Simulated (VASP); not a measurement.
# Pt in VASP: a series of runs

Aim: see how the results for Pt move with the level of theory and the settings. Levels: PBEsol, PBE. Tasks: single point.

Everything below comes from runs of VASP 6.6.1. Logs are shortened: lines on timing, memory, paths and dates and some standing lists are left out, and cuts for length are marked.

### Step 1. The cell of the first run

Symmetry: Fm-3m, No. 225, cubic system. The conventional cell has a = 3.877 Å, b = 3.877 Å, c = 3.877 Å, α = 90.00°, β = 90.00°, γ = 90.00°. Within 3.6 Å of Pt (site symmetry m-3m) lie 12 Pt at 2.74 Å.

### Step 2. Single point, PBEsol

INCAR

```
SYSTEM = Pt
PREC = Accurate ; ENCUT = 520
EDIFF = 1E-6 ; ISMEAR = -1
SIGMA = 0.05 ; LREAL = .False.
LASPH = .True. ; NELM = 80
ALGO = Normal ; ISIF = 2
LWAVE = .False. ; LCHARG = .False.
GGA = PS ; NBANDS = 11
```

KPOINTS

```
regular mesh
0
Gamma
  12 12 12
  0 0 0
```

POSCAR

```
Pt
1.0
    0.0000000000      1.9386591280      1.9386591280
    1.9386591280      0.0000000000      1.9386591280
    1.9386591280      1.9386591280      0.0000000000
Pt
1
Direct
    0.0000000000      0.0000000000      0.0000000000
```

Potentials or basis: VASP PAW PBE potentials, release 64 (Pt).

Run with:

```console
> cat potpaw_PBE.64/Pt/POTCAR > POTCAR
> mpirun -np 1 vasp_std > vasp.out
```

OUTCAR:

```text
SYSTEM = Pt
   PREC = Accurate
   ENCUT = 520
   EDIFF = 1E-6
   ISMEAR = -1
   LREAL = .False.
   LASPH = .True.
   NELM = 80
   ISIF = 2
   GGA = PS

 ion  position               nearest neighbor table
   1  0.000  0.000  0.000-

  LATTYP: Found a face centered cubic cell.
 ALAT       =     3.8773182560

  Lattice vectors:

 A1 = (   0.0000000000,   1.9386591280,   1.9386591280)
 A2 = (   1.9386591280,   0.0000000000,   1.9386591280)
 A3 = (   1.9386591280,   1.9386591280,   0.0000000000)

Analysis of symmetry for initial positions (statically):
=====================================================================
 Subroutine PRICEL returns:
 Original cell was already a primitive cell.

 Routine SETGRP: Setting up the symmetry group for a
 face centered cubic supercell.

 Subroutine GETGRP returns: Found 48 space group operations
 (whereof 48 operations were pure point group operations)
 out of a pool of 48 trial point group operations.

The static configuration has the point symmetry O_h .

Analysis of symmetry for dynamics (positions and initial velocities):
=====================================================================
 Subroutine PRICEL returns:
 Original cell was already a primitive cell.

 Routine SETGRP: Setting up the symmetry group for a
 face centered cubic supercell.

 Subroutine GETGRP returns: Found 48 space group operations
 (whereof 48 operations were pure point group operations)
 out of a pool of 48 trial point group operations.

The dynamic configuration has the point symmetry O_h .

 Subroutine INISYM returns: Found 48 space group operations
 (whereof 48 operations are pure point group operations),
 and found     1 'primitive' translations

----------------------------------------------------------------------------------------

                                     Primitive cell

  volume of cell :      14.5725

  direct lattice vectors                    reciprocal lattice vectors
     0.000000000  1.938659128  1.938659128    -0.257910219  0.257910219  0.257910219
     1.938659128  0.000000000  1.938659128     0.257910219 -0.257910219  0.257910219
     1.938659128  1.938659128  0.000000000     0.257910219  0.257910219 -0.257910219

  length of vectors
     2.741678032  2.741678032  2.741678032     0.446713603  0.446713603  0.446713603

  position of ions in fractional coordinates (direct lattice)
     0.000000000  0.000000000  0.000000000

  ion indices of the primitive-cell ions
   primitive index   ion index
                 1           1

----------------------------------------------------------------------------------------

 KPOINTS: regular mesh

Automatic generation of k-mesh.
 Grid dimensions read from file:
 generate k-points for:   12   12   12

 Generating k-lattice:

  Cartesian coordinates                     Fractional coordinates (reciprocal lattice)
    -0.021492518  0.021492518  0.021492518     0.083333333  0.000000000  0.000000000
     0.021492518 -0.021492518  0.021492518     0.000000000  0.083333333  0.000000000
     0.021492518  0.021492518 -0.021492518     0.000000000  0.000000000  0.083333333

  Length of vectors
     0.037226134  0.037226134  0.037226134

  Shift w.r.t. Gamma in fractional coordinates (k-lattice)
     0.000000000  0.000000000  0.000000000

 Subroutine IBZKPT returns following result:
 ===========================================

 Found     72 irreducible k-points:

 Following reciprocal coordinates:
            Coordinates               Weight
  0.000000  0.000000  0.000000      1.000000
  0.083333  0.000000  0.000000      8.000000
  0.166667  0.000000  0.000000      8.000000
  0.250000  0.000000  0.000000      8.000000
  0.333333  0.000000  0.000000      8.000000
  0.416667  0.000000  0.000000      8.000000
[... 16 lines left out ...]
  0.500000  0.166667  0.000000     24.000000
 -0.416667  0.166667  0.000000     24.000000
 [... further k-points ...]
   k-points           NKPTS =     72   k-points in BZ     NKDIM =     72   number of bands    NBANDS=     11
   number of dos      NEDOS =    301   number of ions     NIONS =      1
   total plane-waves  NPLWV =   8000
   dimension x,y,z NGX =    20 NGY =   20 NGZ =   20
   dimension x,y,z NGXF=    40 NGYF=   40 NGZF=   40
   ions per type =               1
   NGX,Y,Z   is equivalent  to a cutoff of  12.13, 12.13, 12.13 a.u.
   NGXF,Y,Z  is equivalent  to a cutoff of  24.25, 24.25, 24.25 a.u.
 SYSTEM =  Pt
   PREC   = accura    normal or accurate (medium, high low for compatibility)
   ISTART =      0    job   : 0-new  1-cont  2-samecut
   ICHARG =      2    charge: 1-file 2-atom 10-const
   ISPIN  =      1    spin polarized calculation?
   LNONCOLLINEAR =      F non collinear calculations
   LSORBIT =      F    spin-orbit coupling
   LASPH  =      T    aspherical Exc in radial PAW
   ENCUT  =  520.0 eV  38.22 Ry    6.18 a.u.   5.10  5.10  5.10*2*pi/ulx,y,z
   NELM   =     80;   NELMIN=  2; NELMDL= -5     # of ELM steps
   EDIFF  = 0.1E-05   stopping-criterion for ELM
   LREAL  =      F    real-space projection
   EDIFFG = 0.1E-04   stopping-criterion for IOM
   NSW    =      0    number of steps for IOM
   IBRION =     -1    ionic relax: 0-MD 1-quasi-New 2-CG
   NFREE  =      0    steps in history (QN), initial steepest desc. (CG)
   ISIF   =      2    stress and relaxation
   ISYM   =      2    0-nonsym 1-usesym 2-fastsym
   POTIM  = 0.5000    time-step for ionic-motion
   TEBEG  =    0.0;   TEEND  =   0.0 temperature during run
   PSTRESS=    0.0 pullay stress
   NELECT =      10.0000    total number of electrons
   NUPDOWN=      -1.0000    fix difference up-down
   EMIN   =  10.00;   EMAX   =-10.00  energy-range for DOS
   EFERMI =   0.00;   METHOD = LEGACY
   ISMEAR =    -1;   SIGMA  =   0.05  broadening in eV -4-tet -1-fermi 0-gaus
   EFERMI_NEDOS =   21; number of points for ismear=-14 and -15
   IALGO  =     38    algorithm
   IMIX   =      4    mixing-type and parameters
     AMIX     =   0.40;   BMIX     =  1.00
     AMIX_MAG =   1.60;   BMIX_MAG =  1.00
  volume/ion in A,a.u.               =      14.57        98.34
  Fermi-wavevector in a.u.,A,eV,Ry     =   1.443987  2.728740 28.369499  2.085099
  Thomas-Fermi vector in A             =   2.562333
   LORBIT       =      0    0 simple, 1 ext, 2 COOP (PROOUT), +10 PAW based schemes
   GGA     = PS    functional components
   LHFCALC =     F    Hartree Fock is set to
   AEXX    =    0.0000 exact exchange contribution
   IVDW    =     0    specifies the selected vdW correction
   LEPSILON=     F    determine dielectric tensor
   LRPA    =     F    only Hartree local field effects (RPA)
 non-spin polarized calculation
  energy-cutoff  :      520.00
  volume of cell :       14.57
 maximum number of plane-waves:       403
   NGX = 11   NGY = 11   NGZ = 11

 number of electron      10.0000000 magnetization

 number of electron       9.9999999 magnetization

 Free energy of the ion-electron system (eV)
  ---------------------------------------------------
  ext. energy  EPLUGINS =         0.00000000
  ---------------------------------------------------
  free energy    TOTEN  =        -6.95961600 eV

  energy without entropy =       -6.94437770  energy(sigma->0) =       -6.95199685

 E-fermi :  11.7967     XC(G=0): -13.8304

 val. band max:       11.7938514373   @ k =  -0.4167   0.3333   0.0833
 cond. band min:      11.8002698107   @ k =   0.5000   0.4167   0.0833
 fundamental gap:      0.0064183733
 Fermi energy:        11.7966672854

 k-point     1 :       0.0000    0.0000    0.0000
  band No.  band energies     occupation
      1       1.0795      2.00000
      2       7.7545      2.00000
      3       7.7545      2.00000
      4       7.7545      2.00000
      5      10.0603      2.00000
      6      10.0603      2.00000
      7      26.2892      0.00000
      8      31.4431      0.00000
      9      31.4431      0.00000
     10      31.4431      0.00000
     11      36.8654      0.00000

 k-point     2 :       0.0833    0.0000    0.0000
  band No.  band energies     occupation
      1       1.3668      2.00000
      2       7.6245      2.00000
      3       7.8682      2.00000
      4       7.8682      2.00000
      5       9.9969      2.00000
      6       9.9969      2.00000
      7      26.7437      0.00000
      8      30.1024      0.00000
      9      31.8962      0.00000
     10      31.8962      0.00000
     11      38.3108      0.00000

 k-point     3 :       0.1667    0.0000    0.0000
  band No.  band energies     occupation
      1       2.1619      2.00000
      2       7.3646      2.00000
      3       8.1003      2.00000
      4       8.1003      2.00000
      5       9.9424      2.00000
      6       9.9424      2.00000
      7      27.7584      0.00000
      8      27.8032      0.00000
      9      33.1629      0.00000
     10      33.1629      0.00000
     11      37.1356      0.00000

 k-point     4 :       0.2500    0.0000    0.0000
  band No.  band energies     occupation
      1       3.1870      2.00000
      2       7.3685      2.00000
      3       8.1500      2.00000
      4       8.1500      2.00000
      5      10.2367      2.00000
      6      10.2367      2.00000
      7      25.2091      0.00000
      8      28.2012      0.00000
      9      34.7666      0.00000
     10      34.7666      0.00000
     11      35.5498      0.00000

 k-point     5 :       0.3333    0.0000    0.0000
  band No.  band energies     occupation
      1       3.8682      2.00000
      2       7.9632      2.00000
      3       7.9632      2.00000
      4       8.2478      2.00000
      5      10.9029      2.00000
      6      10.9029      2.00000
      7      22.2985      0.00000
      8      27.1598      0.00000
      9      33.4905      0.00000
     10      33.4905      0.00000
     11      37.0963      0.00000
[... 211 lines left out ...]
 k-point    21 :       0.3333    0.1667    0.0000
  band No.  band energies     occupation
      1       4.2973      2.00000
      2       6.4869      2.00000
      3       7.8585      2.00000
      4       8.8996      2.00000
      5      10.6266      2.00000
      6      11.2346      1.99997
      7      24.8327      0.00000
      8      28.9424      0.00000
      9      30.0188      0.00000
     10      31.9875      0.00000
     11      36.5893      0.00000

 k-point    22 :       0.4167    0.1667    0.0000
  band No.  band energies     occupation
      1       4.7420      2.00000
      2       7.0328      2.00000
      3       7.6063      2.00000
      4       8.7068      2.00000
      5      11.7641      1.31486
      6      12.2914      0.00010
      7      21.4183      0.00000
      8      27.7886      0.00000
      9      29.3813      0.00000
     10      31.3319      0.00000
     11      38.6933      0.00000

 k-point    23 :       0.5000    0.1667    0.0000
  band No.  band energies     occupation
      1       4.8257      2.00000
      2       7.0508      2.00000
      3       8.3549      2.00000
      4       8.5047      2.00000
      5      11.8989      0.22911
      6      14.2736      0.00000
      7      18.4078      0.00000
      8      27.0377      0.00000
      9      29.4332      0.00000
     10      29.8671      0.00000
     11      39.4773      0.00000

 k-point    24 :      -0.4167    0.1667    0.0000
  band No.  band energies     occupation
      1       4.8871      2.00000
      2       7.0664      2.00000
      3       8.4099      2.00000
      4       8.6801      2.00000
      5      11.4692      1.99714
      6      14.8443      0.00000
      7      17.9953      0.00000
      8      26.7143      0.00000
      9      28.8255      0.00000
     10      30.5925      0.00000
     11      39.0047      0.00000

 [... further k-points ...]

------------------------ aborting loop because EDIFF is reached ----------------------------------------

  FORCE on cell =-STRESS in cart. coord.  units (eV):
  Direction    XX          YY          ZZ          XY          YZ          ZX
  --------------------------------------------------------------------------------------
  -------------------------------------------------------------------------------------
  Total        0.8724516      0.8724516      0.8724516     -0.0000000     -0.0000000      0.0000000
  in kB       95.9218508     95.9218508     95.9218508     -0.0000000     -0.0000000      0.0000000
  external PRESSURE =      95.9218508 kB  Pullay stress =       0.0000000 kB

 VOLUME and BASIS-vectors are now :
 -----------------------------------------------------------------------------
  energy-cutoff  :      520.00
  volume of cell :       14.57
      direct lattice vectors                 reciprocal lattice vectors
     0.000000000  1.938659128  1.938659128    -0.257910219  0.257910219  0.257910219
     1.938659128  0.000000000  1.938659128     0.257910219 -0.257910219  0.257910219
     1.938659128  1.938659128  0.000000000     0.257910219  0.257910219 -0.257910219

 POSITION                                       TOTAL-FORCE (eV/Angst)
 -----------------------------------------------------------------------------------
      0.00000      0.00000      0.00000        -0.000000     -0.000000     -0.000000
 -----------------------------------------------------------------------------------
    total drift:                                0.000000      0.000000     -0.000000

  FREE ENERGIE OF THE ION-ELECTRON SYSTEM (eV)
  ---------------------------------------------------
  free  energy   TOTEN  =        -6.9596159982 eV

  energy  without entropy=       -6.9443776969  energy(sigma->0) =       -6.95199685
```

Run time: 18 s. Hardware: 1 thread of Intel Xeon 8259CL, shared host; peak memory 0.13 GiB.

Results:

| Item | Value |
| --- | --- |
| Free energy | -6.9596 eV |
| Pressure | 9.6 GPa |
| Band gap on the k mesh | zero (band 5 reaches 12.32 eV, above the bottom of band 6 at 9.94 eV) |

Caveat: the PAW data sets were made with another functional, which shifts forces and pressure a little; spin-orbit coupling is left out, which moves the levels of the heavy elements.

(Part 1 of 2 ends here.)
